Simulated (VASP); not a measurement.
# Hf4N (Cmce) in VASP: single point with PBE

Aim: the single point of Hf4N with PBE.

All numbers are computed with VASP 6.6.1; they aren't measurements. Logs are shortened: lines on timing, memory, paths and dates and some standing lists are left out, and cuts for length are marked.

### Step 1. The cell of the first run

Symmetry: Cmce, No. 64, orthorhombic system. The conventional cell has a = 6.416 Å, b = 11.280 Å, c = 5.159 Å, α = 90.00°, β = 90.00°, γ = 90.00°. Within 3.0 Å of Hf (site symmetry m) lie 1 N at 2.24 Å. Hf (site symmetry 2) has 2 N at 2.23 Å and 12 Hf at 3.10 to 3.32 Å within 3.4 Å. Within 3.0 Å of N (site symmetry 2/m) lie 6 Hf at 2.23 to 2.24 Å.

### Step 2. Single point, PBE (with an interstitial atom)

File INCAR:

```
PREC     = Accurate       # precision mode
ENCUT    = 520            # plane-wave cutoff, eV
EDIFF    = 1E-6           # SCF threshold, eV
ISMEAR   = 0              # smearing method
SIGMA    = 0.1            # smearing width, eV
LREAL    = False          # projectors in reciprocal space
LASPH    = True           # aspherical terms in the spheres
NELM     = 80             # most SCF steps
ALGO     = Normal         # electronic algorithm
ISIF     = 2              # what is computed and relaxed
LWAVE    = False          # write WAVECAR
LCHARG   = True           # write CHGCAR
GGA      = PE             # functional
LELF     = True           # ELF
LVHAR    = True         
NBANDS   = 56             # bands
```

File KPOINTS:

```
Automatic mesh
0
Gamma
  6 6 6
```

File POSCAR:

```
Hf4N
1.0
    3.2080897565     -5.6402138568      0.0000000000
    3.2080897565      5.6402138568      0.0000000000
    0.0000000000      0.0000000000      5.1590212843
Hf N
8 2
Direct
    0.3338505969      0.6661494031      0.2609331211
    0.6661494031      0.3338505969      0.7390668789
    0.8338505969      0.1661494031      0.2390668789
    0.1661494031      0.8338505969      0.7609331211
    0.1735322631      0.3264677369      0.7500000000
    0.6735322631      0.8264677369      0.7500000000
    0.3264677369      0.1735322631      0.2500000000
    0.8264677369      0.6735322631      0.2500000000
    0.5000000000      0.5000000000      0.5000000000
    0.0000000000      0.0000000000      0.0000000000
```

Potentials or basis: VASP PAW PBE potentials, release 64 (Hf_pv, N).

Run with:

```console
$ cat potpaw_PBE.64/Hf_pv/POTCAR potpaw_PBE.64/N/POTCAR > POTCAR
$ mpirun -np 1 vasp_std > vasp.out
```

OUTCAR:

```text
PREC = Accurate
   ENCUT = 520
   EDIFF = 1E-6
   ISMEAR = 0
   LREAL = False
   LASPH = True
   NELM = 80
   ISIF = 2
   GGA = PE

 ion  position               nearest neighbor table
   1  0.334  0.666  0.261-   9 2.24   6 3.16   5 3.16   8 3.17   7 3.17   4 3.20   4 3.20   3 3.21
                             3 3.21   6 3.25   5 3.25   8 3.32   7 3.32
   2  0.666  0.334  0.739-   9 2.24   8 3.16   7 3.16   6 3.17   5 3.17   3 3.20   3 3.20   4 3.21
                             4 3.21   8 3.25   7 3.25   6 3.32   5 3.32
   3  0.834  0.166  0.239-  10 2.24   6 3.16   5 3.16   8 3.17   7 3.17   2 3.20   2 3.20   1 3.21
                             1 3.21   6 3.25   5 3.25   7 3.32   8 3.32
   4  0.166  0.834  0.761-  10 2.24   8 3.16   7 3.16   6 3.17   5 3.17   1 3.20   1 3.20   2 3.21
                             2 3.21   8 3.25   7 3.25   5 3.32   6 3.32
   5  0.174  0.326  0.750-   9 2.23  10 2.23   7 3.10   7 3.10   1 3.16   3 3.16   2 3.17   4 3.17
                             6 3.21   6 3.21   1 3.25   3 3.25   2 3.32   4 3.32
   6  0.674  0.826  0.750-   9 2.23  10 2.23   8 3.10   8 3.10   1 3.16   3 3.16   2 3.17   4 3.17
                             5 3.21   5 3.21   1 3.25   3 3.25   4 3.32   2 3.32
   7  0.326  0.174  0.250-   9 2.23  10 2.23   5 3.10   5 3.10   2 3.16   4 3.16   3 3.17   1 3.17
                             8 3.21   8 3.21   4 3.25   2 3.25   1 3.32   3 3.32
   8  0.826  0.674  0.250-   9 2.23  10 2.23   6 3.10   6 3.10   2 3.16   4 3.16   3 3.17   1 3.17
                             7 3.21   7 3.21   4 3.25   2 3.25   3 3.32   1 3.32
   9  0.500  0.500  0.500-   5 2.23   6 2.23   7 2.23   8 2.23   1 2.24   2 2.24
  10  0.000  0.000  0.000-   5 2.23   6 2.23   7 2.23   8 2.23   3 2.24   4 2.24

  LATTYP: Found a base centered orthorhombic cell.
 ALAT       =     6.4161795130
 B/A-ratio  =     1.7581222113
 C/A-ratio  =     0.8040643616

  Lattice vectors:

 A1 = (   3.2080897565,  -5.6402138568,   0.0000000000)
 A2 = (   3.2080897565,   5.6402138568,   0.0000000000)
 A3 = (   0.0000000000,   0.0000000000,   5.1590212843)

Analysis of symmetry for initial positions (statically):
=====================================================================
 Subroutine PRICEL returns:
 Original cell was already a primitive cell.

 Routine SETGRP: Setting up the symmetry group for a
 base centered orthorhombic supercell.

 Subroutine GETGRP returns: Found  8 space group operations
 (whereof  4 operations were pure point group operations)
 out of a pool of  8 trial point group operations.

The static configuration has the point symmetry C_2h.
 The point group associated with its full space group is D_2h.

Analysis of symmetry for dynamics (positions and initial velocities):
=====================================================================
 Subroutine PRICEL returns:
 Original cell was already a primitive cell.

 Routine SETGRP: Setting up the symmetry group for a
 base centered orthorhombic supercell.

 Subroutine GETGRP returns: Found  8 space group operations
 (whereof  4 operations were pure point group operations)
 out of a pool of  8 trial point group operations.

The dynamic configuration has the point symmetry C_2h.
 The point group associated with its full space group is D_2h.

 Subroutine INISYM returns: Found  8 space group operations
 (whereof  4 operations are pure point group operations),
 and found     1 'primitive' translations

----------------------------------------------------------------------------------------

                                     Primitive cell

  volume of cell :     186.6979

  direct lattice vectors                    reciprocal lattice vectors
     3.208089757 -5.640213857  0.000000000     0.155855988 -0.088649121  0.000000000
     3.208089757  5.640213857  0.000000000     0.155855988  0.088649121  0.000000000
     0.000000000  0.000000000  5.159021284     0.000000000  0.000000000  0.193835215

  length of vectors
     6.488748126  6.488748126  5.159021284     0.179303530  0.179303530  0.193835215

  position of ions in fractional coordinates (direct lattice)
     0.333850597  0.666149403  0.260933121
     0.666149403  0.333850597  0.739066879
     0.833850597  0.166149403  0.239066879
     0.166149403  0.833850597  0.760933121
     0.173532263  0.326467737  0.750000000
     0.673532263  0.826467737  0.750000000
     0.326467737  0.173532263  0.250000000
     0.826467737  0.673532263  0.250000000
     0.500000000  0.500000000  0.500000000
     0.000000000  0.000000000  0.000000000

  ion indices of the primitive-cell ions
   primitive index   ion index
                 1           1
                 2           2
                 3           3
                 4           4
                 5           5
                 6           6
                 7           7
                 8           8
                 9           9
                10          10

----------------------------------------------------------------------------------------

 KPOINTS: Automatic mesh

Automatic generation of k-mesh.
 Grid dimensions read from file:
 generate k-points for:    6    6    6

 Generating k-lattice:

  Cartesian coordinates                     Fractional coordinates (reciprocal lattice)
     0.025975998 -0.014774853  0.000000000     0.166666667 -0.000000000  0.000000000
     0.025975998  0.014774853  0.000000000    -0.000000000  0.166666667  0.000000000
     0.000000000  0.000000000  0.032305869     0.000000000  0.000000000  0.166666667

  Length of vectors
     0.029883922  0.029883922  0.032305869

  Shift w.r.t. Gamma in fractional coordinates (k-lattice)
     0.000000000  0.000000000  0.000000000

 Subroutine IBZKPT returns following result:
 ===========================================

 Found     52 irreducible k-points:

 Following reciprocal coordinates:
            Coordinates               Weight
  0.000000  0.000000  0.000000      1.000000
  0.166667 -0.000000  0.000000      4.000000
  0.333333  0.000000  0.000000      4.000000
  0.500000  0.000000  0.000000      2.000000
  0.166667  0.166667  0.000000      2.000000
  0.333333  0.166667  0.000000      4.000000
[... 16 lines left out ...]
  0.333333  0.333333  0.166667      4.000000
  0.500000  0.333333  0.166667      8.000000
 [... further k-points ...]
   k-points           NKPTS =     52   k-points in BZ     NKDIM =     52   number of bands    NBANDS=     56
   number of dos      NEDOS =    301   number of ions     NIONS =     10
   total plane-waves  NPLWV =  92160
   dimension x,y,z NGX =    48 NGY =   48 NGZ =   40
   dimension x,y,z NGXF=    96 NGYF=   96 NGZF=   80
   ions per type =               8   2
   NGX,Y,Z   is equivalent  to a cutoff of  12.30, 12.30, 12.89 a.u.
   NGXF,Y,Z  is equivalent  to a cutoff of  24.60, 24.60, 25.78 a.u.
 SYSTEM =  unknown system
   PREC   = accura    normal or accurate (medium, high low for compatibility)
   ISTART =      0    job   : 0-new  1-cont  2-samecut
   ICHARG =      2    charge: 1-file 2-atom 10-const
   ISPIN  =      1    spin polarized calculation?
   LNONCOLLINEAR =      F non collinear calculations
   LSORBIT =      F    spin-orbit coupling
   LASPH  =      T    aspherical Exc in radial PAW
   ENCUT  =  520.0 eV  38.22 Ry    6.18 a.u.  12.06 12.06  9.59*2*pi/ulx,y,z
   NELM   =     80;   NELMIN=  2; NELMDL= -5     # of ELM steps
   EDIFF  = 0.1E-05   stopping-criterion for ELM
   LREAL  =      F    real-space projection
   EDIFFG = 0.1E-04   stopping-criterion for IOM
   NSW    =      0    number of steps for IOM
   IBRION =     -1    ionic relax: 0-MD 1-quasi-New 2-CG
   NFREE  =      0    steps in history (QN), initial steepest desc. (CG)
   ISIF   =      2    stress and relaxation
   ISYM   =      2    0-nonsym 1-usesym 2-fastsym
   POTIM  = 0.5000    time-step for ionic-motion
   TEBEG  =    0.0;   TEEND  =   0.0 temperature during run
   PSTRESS=    0.0 pullay stress
   NELECT =      90.0000    total number of electrons
   NUPDOWN=      -1.0000    fix difference up-down
   EMIN   =  10.00;   EMAX   =-10.00  energy-range for DOS
   EFERMI =   0.00;   METHOD = LEGACY
   ISMEAR =     0;   SIGMA  =   0.10  broadening in eV -4-tet -1-fermi 0-gaus
   EFERMI_NEDOS =   21; number of points for ismear=-14 and -15
   IALGO  =     38    algorithm
   IMIX   =      4    mixing-type and parameters
     AMIX     =   0.40;   BMIX     =  1.00
     AMIX_MAG =   1.60;   BMIX_MAG =  1.00
  volume/ion in A,a.u.               =      18.67       125.99
  Fermi-wavevector in a.u.,A,eV,Ry     =   1.283638  2.425724 22.418677  1.647726
  Thomas-Fermi vector in A             =   2.415879
   LORBIT       =      0    0 simple, 1 ext, 2 COOP (PROOUT), +10 PAW based schemes
   GGA     = PE    functional components
   LHFCALC =     F    Hartree Fock is set to
   AEXX    =    0.0000 exact exchange contribution
   IVDW    =     0    specifies the selected vdW correction
   LEPSILON=     F    determine dielectric tensor
   LRPA    =     F    only Hartree local field effects (RPA)
 non-spin polarized calculation
 Gauss-broadening in eV      SIGMA  =   0.10
  energy-cutoff  :      520.00
  volume of cell :      186.70
 maximum number of plane-waves:      5052
   NGX = 25   NGY = 25   NGZ = 19

 number of electron      90.0000013 magnetization

 Free energy of the ion-electron system (eV)
  ---------------------------------------------------
  ext. energy  EPLUGINS =         0.00000000
  ---------------------------------------------------
  free energy    TOTEN  =      -103.79403521 eV

  energy without entropy =     -103.76663964  energy(sigma->0) =     -103.78033742

 E-fermi :   5.0112     XC(G=0): -11.4848

 val. band max:        5.0021341653   @ k =   0.0000   0.0000   0.1667
 cond. band min:       5.0134384094   @ k =  -0.3333   0.1667   0.5000
 fundamental gap:      0.0113042441
 Fermi energy:         5.0111672664

 k-point     1 :       0.0000    0.0000    0.0000
  band No.  band energies     occupation
      1     -25.9407      2.00000
      2     -25.7126      2.00000
      3     -25.7032      2.00000
      4     -25.6785      2.00000
      5     -25.5828      2.00000
      6     -25.5735      2.00000
[... 48 lines left out ...]
     55       7.4842      0.00000
     56       7.8464      0.00000

 k-point     2 :       0.1667   -0.0000    0.0000
  band No.  band energies     occupation
      1     -25.9160      2.00000
      2     -25.6988      2.00000
      3     -25.6819      2.00000
      4     -25.6504      2.00000
      5     -25.5777      2.00000
      6     -25.5507      2.00000
[... 48 lines left out ...]
     55       7.3068      0.00000
     56       7.9672      0.00000

 k-point     3 :       0.3333    0.0000    0.0000
  band No.  band energies     occupation
      1     -25.8505      2.00000
      2     -25.6891      2.00000
      3     -25.6317      2.00000
      4     -25.6112      2.00000
      5     -25.5693      2.00000
      6     -25.5234      2.00000
[... 1172 lines left out ...]
 k-point    23 :       0.3333    0.3333    0.1667
  band No.  band energies     occupation
      1     -25.7757      2.00000
      2     -25.6978      2.00000
      3     -25.6451      2.00000
      4     -25.5828      2.00000
      5     -25.5459      2.00000
      6     -25.5377      2.00000
[... 48 lines left out ...]
     55       7.6116      0.00000
     56       7.7700      0.00000

 k-point    24 :       0.5000    0.3333    0.1667
  band No.  band energies     occupation
      1     -25.8235      2.00000
      2     -25.6732      2.00000
      3     -25.6457      2.00000
      4     -25.6170      2.00000
      5     -25.5676      2.00000
      6     -25.5574      2.00000
[... 48 lines left out ...]
     55       7.6402      0.00000
     56       7.8768      0.00000

 [... further k-points ...]

------------------------ aborting loop because EDIFF is reached ----------------------------------------

  FORCE on cell =-STRESS in cart. coord.  units (eV):
  Direction    XX          YY          ZZ          XY          YZ          ZX
  --------------------------------------------------------------------------------------
  -------------------------------------------------------------------------------------
  Total       -0.9819943     -0.9194165     -0.9970004      0.0000000      0.0000000      0.0000000
  in kB       -8.4271392     -7.8901175     -8.5559160      0.0000000      0.0000000      0.0000000
  external PRESSURE =      -8.2910576 kB  Pullay stress =       0.0000000 kB

 VOLUME and BASIS-vectors are now :
 -----------------------------------------------------------------------------
  energy-cutoff  :      520.00
  volume of cell :      186.70
      direct lattice vectors                 reciprocal lattice vectors
     3.208089757 -5.640213857  0.000000000     0.155855988 -0.088649121  0.000000000
     3.208089757  5.640213857  0.000000000     0.155855988  0.088649121  0.000000000
     0.000000000  0.000000000  5.159021284     0.000000000  0.000000000  0.193835215

 POSITION                                       TOTAL-FORCE (eV/Angst)
 -----------------------------------------------------------------------------------
      3.20809      1.87424      1.34616         0.000000     -0.061391      0.037498
      3.20809     -1.87424      3.81286         0.000000      0.061391     -0.037498
      3.20809     -3.76598      1.23335         0.000000     -0.061391     -0.037498
      3.20809      3.76598      3.92567         0.000000      0.061391      0.037498
      1.60404      0.86259      3.86927         0.000000     -0.065881      0.000000
      4.81213      0.86259      3.86927         0.000000     -0.065881      0.000000
      1.60404     -0.86259      1.28976         0.000000      0.065881      0.000000
      4.81213     -0.86259      1.28976         0.000000      0.065881      0.000000
      3.20809      0.00000      2.57951        -0.000000     -0.000000      0.000000
      0.00000      0.00000      0.00000         0.000000     -0.000000      0.000000
 -----------------------------------------------------------------------------------
    total drift:                                0.000000     -0.000000     -0.000000

  FREE ENERGIE OF THE ION-ELECTRON SYSTEM (eV)
  ---------------------------------------------------
  free  energy   TOTEN  =      -103.7940352054 eV

  energy  without entropy=     -103.7666396380  energy(sigma->0) =     -103.78033742
```

Wall time 4.7 min (1 thread of AMD EPYC 9R45 (Zen 5), shared host); peak memory 0.51 GiB.

What came out:

- Free energy: -103.7940 eV
- Pressure: -0.8 GPa
- Largest force: 0.072 eV/Å
- Band gap on the k mesh: zero (bands 45 and 46 overlap by 0.71 eV)

Forces in eV/Å, atoms in the order of the input:
```
Hf   0.000 -0.061  0.037
Hf   0.000  0.061 -0.037
Hf   0.000 -0.061 -0.037
Hf   0.000  0.061  0.037
Hf   0.000 -0.066  0.000
Hf   0.000 -0.066  0.000
Hf   0.000  0.066  0.000
Hf   0.000  0.066  0.000
N    0.000  0.000  0.000
N    0.000  0.000  0.000
```

Caveat: the cell differs from its parent crystal (with an interstitial atom); spin-orbit coupling is left out, which moves the levels of the heavy elements.
